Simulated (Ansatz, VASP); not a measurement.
## WS2: VASP beside Ansatz

File INCAR:

```
SYSTEM = WS2
  PREC = Accurate
  ENCUT = 520
  EDIFF = 1E-6
  ISMEAR = 0
  SIGMA = 0.02
  LREAL = .FALSE.
  LASPH = .TRUE.
  NELM = 80
  ALGO = Normal
  ISIF = 2
  LWAVE = .FALSE.
  LCHARG = .FALSE.
  LDIPOL = .TRUE.
  IDIPOL = 3
  DIPOL = 0.5 0.5 0.500
  GGA = PE
  IVDW = 12
  NBANDS = 20
```

Contents of KPOINTS:

```
regular mesh
0
G
  12 12 1
  0 0 0
```

File POSCAR:

```
WS2
1.0
    3.3490000000      0.0000000000      0.0000000000
   -1.6745000000      2.9003190773      0.0000000000
    0.0000000000      0.0000000000     32.2910878415
S W
2 1
Direct
    0.3333333333      0.6666666667      0.4486606861
    0.3333333333      0.6666666667      0.5513515590
    0.6666666667      0.3333333333      0.5000061201
```

Input for Ansatz:

```yaml
crystal:
  lattice:
    - [3.349, 0.0, 0.0]
    - [-1.6745, 2.9003190773, 0.0]
    - [0.0, 0.0, 32.2910878415]
  atoms:
    - { symbol: S, position: [0.3333333333, 0.6666666667, 0.4486606861] }
    - { symbol: W, position: [0.6666666667, 0.3333333333, 0.5000061201] }
    - { symbol: S, position: [0.3333333333, 0.6666666667, 0.551351559] }
  periodic: [true, true, false]
basis:
  ecutwfc: 420
kpoints:
  mp_grid: { grid: [12, 12, 1] }
hamiltonian:
  xc: pbe
  pseudopotentials: { kind: paw, azcp: { folder: soft_1 } }
  dispersion: d3bj
scf:
  occupations: { method: gaussian, width: 0.02 }
output:
  forces: true
  stress: true
  eigenvalues: true
```

Alike in both runs: task single point; functional PBE; dispersion D3(BJ); k mesh 12 × 12 × 1; occupations gaussian, width 0.02 eV; no spin polarisation.

```csv
,VASP,Ansatz
version,VASP 6.6.1,Ansatz 0.2.0
potentials or method,"VASP PAW PBE potentials, release 64 (S, W_sv), cutoff 520 eV","scalar-relativistic, plane waves, PAW"
valence electrons in the cell,26,26
```

```csv
,VASP,Ansatz,Ansatz less VASP
gap on the k mesh at the Fermi level (eV),1.49,1.49,-0.001
least direct gap on the mesh (eV),1.49,1.49,-0.001
rms of the force components (eV/Å),1.065,1.066,+0.0005
```

Neither program's run includes spin-orbit coupling.
